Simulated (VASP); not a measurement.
# Ga (C2/c) in VASP: single point with RPBE

Aim: the single point of Ga with RPBE.

Program: VASP 6.6.1. These are calculated values, not measurements. Logs are shortened: lines on timing, memory, paths and dates and some standing lists are left out, and cuts for length are marked.

## (1) The cell of the first run

The typed cell holds 2 atoms: a = 4.522 Å, b = 4.522 Å, c = 3.286 Å, α = 90.01°, β = 90.01°, γ = 143.65°.

## (2) Single point, RPBE

Input file INCAR:

```
ALGO = Normal ; EDIFF = 1E-6
ENCUT = 520 ; GGA = RP
ISIF = 2 ; ISMEAR = -1
LASPH = True ; LCHARG = True
LELF = True ; LREAL = False
LVHAR = True ; LWAVE = False
NBANDS = 20 ; NELM = 100
PREC = Accurate ; SIGMA = 0.1
```

Input file KPOINTS:

```
k-points
0
Gamma
  12 12 10
```

Input file POSCAR:

```
Ga
1.0
    1.4102340943     -4.2960230281      0.0249945499
    1.4102340943      4.2960230281      0.0249945499
   -0.0595819905      0.0000000000      3.2857945180
Ga
2
Direct
    0.8676557462      0.1323442538      0.2500000000
    0.1323442538      0.8676557462      0.7500000000
```

Potentials or basis: VASP PAW PBE potentials, release 64 (Ga_d).

Run with:

```
cat potpaw_PBE.64/Ga_d/POTCAR > POTCAR
mpirun -np 1 vasp_std > vasp.out
```

OUTCAR:

```text
EDIFF = 1E-6
   ENCUT = 520
   GGA = RP
   ISIF = 2
   ISMEAR = -1
   LASPH = True
   LREAL = False
   NELM = 100
   PREC = Accurate

 ion  position               nearest neighbor table
   1  0.868  0.132  0.250-   2 2.81   2 2.81
   2  0.132  0.868  0.750-   1 2.81   1 2.81

  LATTYP: Found a base centered monoclinic cell.
 ALAT       =     2.8209111494
 B/A-ratio  =     3.0458407235
 C/A-ratio  =     1.1649904963
 COS(beta)  =    -0.0004093863

  Lattice vectors:

 A1 = (   1.4102340943,  -4.2960230281,   0.0249945499)
 A2 = (   1.4102340943,   4.2960230281,   0.0249945499)
 A3 = (  -0.0595819905,   0.0000000000,   3.2857945180)

Analysis of symmetry for initial positions (statically):
=====================================================================
 Subroutine PRICEL returns:
 Original cell was already a primitive cell.

 Routine SETGRP: Setting up the symmetry group for a
 base centered monoclinic supercell.

 Subroutine GETGRP returns: Found  4 space group operations
 (whereof  2 operations were pure point group operations)
 out of a pool of  4 trial point group operations.

The static configuration has the point symmetry S_2 .
 The point group associated with its full space group is C_2h.

Analysis of symmetry for dynamics (positions and initial velocities):
=====================================================================
 Subroutine PRICEL returns:
 Original cell was already a primitive cell.

 Routine SETGRP: Setting up the symmetry group for a
 base centered monoclinic supercell.

 Subroutine GETGRP returns: Found  4 space group operations
 (whereof  2 operations were pure point group operations)
 out of a pool of  4 trial point group operations.

The dynamic configuration has the point symmetry S_2 .
 The point group associated with its full space group is C_2h.

 Subroutine INISYM returns: Found  4 space group operations
 (whereof  2 operations are pure point group operations),
 and found     1 'primitive' translations

----------------------------------------------------------------------------------------

                                     Primitive cell

  volume of cell :      39.8261

  direct lattice vectors                    reciprocal lattice vectors
     1.410234094 -4.296023028  0.024994550     0.354437153 -0.116386713  0.006427082
     1.410234094  4.296023028  0.024994550     0.354437153  0.116386713  0.006427082
    -0.059581991  0.000000000  3.285794518    -0.005392301  0.000000000  0.304242615

  length of vectors
     4.521636738  4.521636738  3.286334680     0.373112409  0.373112409  0.304290397

  position of ions in fractional coordinates (direct lattice)
     0.867655746  0.132344254  0.250000000
     0.132344254  0.867655746  0.750000000

  ion indices of the primitive-cell ions
   primitive index   ion index
                 1           1
                 2           2

----------------------------------------------------------------------------------------

 KPOINTS: k-points

Automatic generation of k-mesh.
 Grid dimensions read from file:
 generate k-points for:   12   12   10

 Generating k-lattice:

  Cartesian coordinates                     Fractional coordinates (reciprocal lattice)
     0.029536429 -0.009698893  0.000535590     0.083333333  0.000000000  0.000000000
     0.029536429  0.009698893  0.000535590     0.000000000  0.083333333  0.000000000
    -0.000539230  0.000000000  0.030424261     0.000000000  0.000000000  0.100000000

  Length of vectors
     0.031092701  0.031092701  0.030429040

  Shift w.r.t. Gamma in fractional coordinates (k-lattice)
     0.000000000  0.000000000  0.000000000

 Subroutine IBZKPT returns following result:
 ===========================================

 Found    398 irreducible k-points:

 Following reciprocal coordinates:
            Coordinates               Weight
  0.000000  0.000000  0.000000      1.000000
  0.083333 -0.000000 -0.000000      4.000000
  0.166667 -0.000000 -0.000000      4.000000
  0.250000  0.000000 -0.000000      4.000000
  0.333333 -0.000000 -0.000000      4.000000
  0.416667 -0.000000  0.000000      4.000000
[... 16 lines left out ...]
  0.500000  0.166667 -0.000000      4.000000
 -0.416667  0.166667  0.000000      4.000000
 [... further k-points ...]
   k-points           NKPTS =    398   k-points in BZ     NKDIM =    398   number of bands    NBANDS=     20
   number of dos      NEDOS =    301   number of ions     NIONS =      2
   total plane-waves  NPLWV =  31104
   dimension x,y,z NGX =    36 NGY =   36 NGZ =   24
   dimension x,y,z NGXF=    72 NGYF=   72 NGZF=   48
   ions per type =               2
   NGX,Y,Z   is equivalent  to a cutoff of  13.24, 13.24, 12.14 a.u.
   NGXF,Y,Z  is equivalent  to a cutoff of  26.47, 26.47, 24.28 a.u.
 SYSTEM =  unknown system
   PREC   = accura    normal or accurate (medium, high low for compatibility)
   ISTART =      0    job   : 0-new  1-cont  2-samecut
   ICHARG =      2    charge: 1-file 2-atom 10-const
   ISPIN  =      1    spin polarized calculation?
   LNONCOLLINEAR =      F non collinear calculations
   LSORBIT =      F    spin-orbit coupling
   LASPH  =      T    aspherical Exc in radial PAW
   ENCUT  =  520.0 eV  38.22 Ry    6.18 a.u.   8.41  8.41  6.11*2*pi/ulx,y,z
   NELM   =    100;   NELMIN=  2; NELMDL= -5     # of ELM steps
   EDIFF  = 0.1E-05   stopping-criterion for ELM
   LREAL  =      F    real-space projection
   EDIFFG = 0.1E-04   stopping-criterion for IOM
   NSW    =      0    number of steps for IOM
   IBRION =     -1    ionic relax: 0-MD 1-quasi-New 2-CG
   NFREE  =      0    steps in history (QN), initial steepest desc. (CG)
   ISIF   =      2    stress and relaxation
   ISYM   =      2    0-nonsym 1-usesym 2-fastsym
   POTIM  = 0.5000    time-step for ionic-motion
   TEBEG  =    0.0;   TEEND  =   0.0 temperature during run
   PSTRESS=    0.0 pullay stress
   NELECT =      26.0000    total number of electrons
   NUPDOWN=      -1.0000    fix difference up-down
   EMIN   =  10.00;   EMAX   =-10.00  energy-range for DOS
   EFERMI =   0.00;   METHOD = LEGACY
   ISMEAR =    -1;   SIGMA  =   0.10  broadening in eV -4-tet -1-fermi 0-gaus
   EFERMI_NEDOS =   21; number of points for ismear=-14 and -15
   IALGO  =     38    algorithm
   IMIX   =      4    mixing-type and parameters
     AMIX     =   0.40;   BMIX     =  1.00
     AMIX_MAG =   1.60;   BMIX_MAG =  1.00
  volume/ion in A,a.u.               =      19.91       134.38
  Fermi-wavevector in a.u.,A,eV,Ry     =   1.420180  2.683751 27.441739  2.016911
  Thomas-Fermi vector in A             =   2.541122
   LORBIT       =      0    0 simple, 1 ext, 2 COOP (PROOUT), +10 PAW based schemes
   GGA     = RP    functional components
   LHFCALC =     F    Hartree Fock is set to
   AEXX    =    0.0000 exact exchange contribution
   IVDW    =     0    specifies the selected vdW correction
   LEPSILON=     F    determine dielectric tensor
   LRPA    =     F    only Hartree local field effects (RPA)
 non-spin polarized calculation
  energy-cutoff  :      520.00
  volume of cell :       39.83
 maximum number of plane-waves:      1090
 NGX is ok and might be reduce to    36
   NGX = 17   NGY = 17   NGZ = 13

 number of electron      26.0000016 magnetization

 Free energy of the ion-electron system (eV)
  ---------------------------------------------------
  ext. energy  EPLUGINS =         0.00000000
  ---------------------------------------------------
  free energy    TOTEN  =        -5.08799987 eV

  energy without entropy =       -5.06478470  energy(sigma->0) =       -5.07639229

 E-fermi :   5.1742     XC(G=0): -10.5796

 val. band max:        5.1703867343   @ k =  -0.3333   0.0833   0.2000
 cond. band min:       5.2334196079   @ k =  -0.1667   0.4167   0.4000
 fundamental gap:      0.0630328736
 Fermi energy:         5.1742186141

 k-point     1 :       0.0000    0.0000    0.0000
  band No.  band energies     occupation
      1      -9.9334      2.00000
      2      -9.9023      2.00000
      3      -9.8993      2.00000
      4      -9.8684      2.00000
      5      -9.6514      2.00000
      6      -9.6464      2.00000
[... 12 lines left out ...]
     19      15.6827      0.00000
     20      17.7701      0.00000

 k-point     2 :       0.0833   -0.0000   -0.0000
  band No.  band energies     occupation
      1      -9.9211      2.00000
      2      -9.8978      2.00000
      3      -9.8837      2.00000
      4      -9.8506      2.00000
      5      -9.6604      2.00000
      6      -9.6552      2.00000
[... 12 lines left out ...]
     19      16.0540      0.00000
     20      18.7652      0.00000

 k-point     3 :       0.1667   -0.0000   -0.0000
  band No.  band energies     occupation
      1      -9.8940      2.00000
      2      -9.8857      2.00000
      3      -9.8461      2.00000
      4      -9.7956      2.00000
      5      -9.6857      2.00000
      6      -9.6828      2.00000
[... 12 lines left out ...]
     19      16.2256      0.00000
     20      19.4715      0.00000

 k-point     4 :       0.2500    0.0000   -0.0000
  band No.  band energies     occupation
      1      -9.8701      2.00000
      2      -9.8664      2.00000
      3      -9.7996      2.00000
      4      -9.7603      2.00000
      5      -9.7211      2.00000
      6      -9.6816      2.00000
[... 12 lines left out ...]
     19      16.4064      0.00000
     20      19.6644      0.00000

 k-point     5 :       0.3333   -0.0000   -0.0000
  band No.  band energies     occupation
      1      -9.8567      2.00000
      2      -9.8455      2.00000
      3      -9.7932      2.00000
      4      -9.7708      2.00000
      5      -9.7605      2.00000
      6      -9.6826      2.00000
[... 12 lines left out ...]
     19      16.3776      0.00000
     20      17.7044      0.00000

 k-point     6 :       0.4167   -0.0000    0.0000
  band No.  band energies     occupation
      1      -9.8500      2.00000
      2      -9.8488      2.00000
      3      -9.7981      2.00000
      4      -9.7908      2.00000
      5      -9.7734      2.00000
      6      -9.6878      2.00000
[... 12 lines left out ...]
     19      14.9670      0.00000
     20      17.3602      0.00000

 k-point     7 :       0.5000    0.0000   -0.0000
  band No.  band energies     occupation
      1      -9.8585      2.00000
      2      -9.8459      2.00000
      3      -9.8027      2.00000
      4      -9.7918      2.00000
      5      -9.7779      2.00000
      6      -9.6889      2.00000
[... 12 lines left out ...]
     19      15.9509      0.00000
     20      16.4892      0.00000
[... 277 lines left out ...]
 k-point    20 :       0.2500    0.1667    0.0000
  band No.  band energies     occupation
      1      -9.8657      2.00000
      2      -9.8410      2.00000
      3      -9.8269      2.00000
      4      -9.7609      2.00000
      5      -9.7488      2.00000
      6      -9.7145      2.00000
[... 12 lines left out ...]
     19      16.5869      0.00000
     20      17.6244      0.00000

 k-point    21 :       0.3333    0.1667   -0.0000
  band No.  band energies     occupation
      1      -9.8598      2.00000
      2      -9.8584      2.00000
      3      -9.8089      2.00000
      4      -9.7756      2.00000
      5      -9.7486      2.00000
      6      -9.7068      2.00000
[... 12 lines left out ...]
     19      15.6610      0.00000
     20      16.5924      0.00000

 k-point    22 :       0.4167    0.1667   -0.0000
  band No.  band energies     occupation
      1      -9.8580      2.00000
      2      -9.8449      2.00000
      3      -9.7967      2.00000
      4      -9.7785      2.00000
      5      -9.7442      2.00000
      6      -9.6992      2.00000
[... 12 lines left out ...]
     19      15.5178      0.00000
     20      16.3821      0.00000

 k-point    23 :       0.5000    0.1667   -0.0000
  band No.  band energies     occupation
      1      -9.8419      2.00000
      2      -9.8306      2.00000
      3      -9.7970      2.00000
      4      -9.7680      2.00000
      5      -9.7528      2.00000
      6      -9.7013      2.00000
[... 12 lines left out ...]
     19      14.5953      0.00000
     20      15.7166      0.00000

 k-point    24 :      -0.4167    0.1667    0.0000
  band No.  band energies     occupation
      1      -9.8465      2.00000
      2      -9.8310      2.00000
      3      -9.8165      2.00000
      4      -9.7637      2.00000
      5      -9.7394      2.00000
      6      -9.7022      2.00000
[... 12 lines left out ...]
     19      14.8390      0.00000
     20      17.3651      0.00000

 [... further k-points ...]
[... 5 lines left out ...]
  --------------------------------------------------------------------------------------
  -------------------------------------------------------------------------------------
  Total        0.0427863      0.0603943      0.0333715      0.0000000      0.0000000      0.0011623
  in kB        1.7212653      2.4296229      1.3425149      0.0000000      0.0000000      0.0467572
  external PRESSURE =       1.8311344 kB  Pullay stress =       0.0000000 kB

 VOLUME and BASIS-vectors are now :
 -----------------------------------------------------------------------------
  energy-cutoff  :      520.00
  volume of cell :       39.83
      direct lattice vectors                 reciprocal lattice vectors
     1.410234094 -4.296023028  0.024994550     0.354437153 -0.116386713  0.006427082
     1.410234094  4.296023028  0.024994550     0.354437153  0.116386713  0.006427082
    -0.059581991  0.000000000  3.285794518    -0.005392301  0.000000000  0.304242615

 POSITION                                       TOTAL-FORCE (eV/Angst)
 -----------------------------------------------------------------------------------
      1.39534     -3.15892      0.84644        -0.000000      0.000114      0.000000
      1.36555      3.15892      2.48934         0.000000     -0.000114     -0.000000
 -----------------------------------------------------------------------------------
    total drift:                                0.000000      0.000000      0.000000

  FREE ENERGIE OF THE ION-ELECTRON SYSTEM (eV)
  ---------------------------------------------------
  free  energy   TOTEN  =        -5.0879998671 eV

  energy  without entropy=       -5.0647847039  energy(sigma->0) =       -5.07639229
```

Wall time 4.3 min (1 thread of Intel Xeon Platinum 8375C at 2.90GHz (Ice Lake), shared host); peak memory 0.37 GiB.

Results:

| Property | Result |
| --- | --- |
| Free energy | -5.0880 eV |
| Pressure | 0.2 GPa |
| Band gap on the k mesh | zero (bands 13 and 14 overlap by 8.46 eV) |

Stress tensor (GPa, compression positive):
```
0.17 0.00 0.00
0.00 0.24 0.00
0.00 0.00 0.13
```

Caveat: the PAW data sets were made with another functional, which shifts forces and pressure a little.

The gap in the log of VASP goes by the Fermi energy; the results here count the filled bands.